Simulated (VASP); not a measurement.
Ce:

```xyz
1
Lattice="0.0000 2.3390 2.3390 2.3390 0.0000 2.3390 2.3390 2.3390 0.0000" Properties=species:S:1:pos:R:3 pbc="T T T"
Ce    0.0000    0.0000    0.0000
```

Base run:

* Program: VASP 6.6.1
* Functional: r2SCAN
* Potentials or basis: VASP PAW PBE potentials, release 64 (Ce)
* Cutoff: 520 eV
* k mesh: 12 × 12 × 12
* Occupations: gaussian, width 0.1 eV
* Spin: no spin polarisation

Its results: band gap on the k mesh zero (bands 6 and 7 overlap by 0.52 eV); pressure -0.7 GPa.

Task: The run is repeated on the same cell with these changes: occupations from gaussian, width 0.1 eV to gaussian, width 1 eV. What comes out?

Result: Band gap on the k mesh zero (bands 6 and 7 overlap by 0.62 eV); pressure 5.5 GPa.

Caveats: the PAW data sets were made with another functional, which shifts forces and pressure a little; spin-orbit coupling is left out, which moves the levels of the heavy elements; semilocal functionals describe open f shells poorly, which spoils levels, moments and volumes; the highest band is partly filled, so the run has too few bands (at least some runs); the cell stands under pressure (at least some runs); so wide a smearing shifts energies and pressures (at least some runs).
